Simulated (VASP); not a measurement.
Runs of VASP 6.6.1 on Co. The structure is that of space group Fm-3m (No. 225), or close to it. The cells are those of the table. This isn't the form of Co at room conditions, which is hcp.

```tsv
potentials or basis	spin	cell	k mesh	cutoff (eV)	gap on the mesh (eV)	pressure (GPa)	moment (μB)
VASP PAW PBE potentials, release 64 (Co)	collinear, ferromagnetic start	a = 2.507, b = 2.507, c = 3.543 Å, 2 atoms	14 × 14 × 10	600	none	-4.5	(b)
VASP PAW PBE potentials, release 64 (Co_sv)	collinear, ferromagnetic start	a = 2.443, b = 2.443, c = 3.453 Å, 2 atoms	14 × 14 × 10	690	none	12.2	3.20
VASP PAW PBE potentials, release 64 (Co)	collinear, ferromagnetic start	a = 2.475, b = 2.475, c = 3.499 Å, 2 atoms	14 × 14 × 10	600	none	3.0	3.25
VASP PAW PBE potentials, release 64 (Co)	non-collinear, typed start, SOC	a = 2.443, b = 2.443, c = 3.453 Å, 2 atoms	13 × 13 × 9	600	-	12.7	(c)
VASP PAW PBE potentials, release 64 (Co)	collinear, ferromagnetic start	a = 2.537, b = 2.537, c = 3.586 Å, 2 atoms	14 × 14 × 10	600	none	-10.6	(a)
```

Alike in all rows: task single point; level PBE; smearing fermi-dirac 0.05 eV.

**Question.** Estimate the missing entries.

**Answer.** (a) 3.40; (b) 3.33; (c) 3.19.

Caveats: the cell stands under tension (at least some runs); the cell stands under pressure (at least some runs).

A gap of «none» marks levels without a gap at the run's occupations.

The runs don't all hold the same shells in valence.
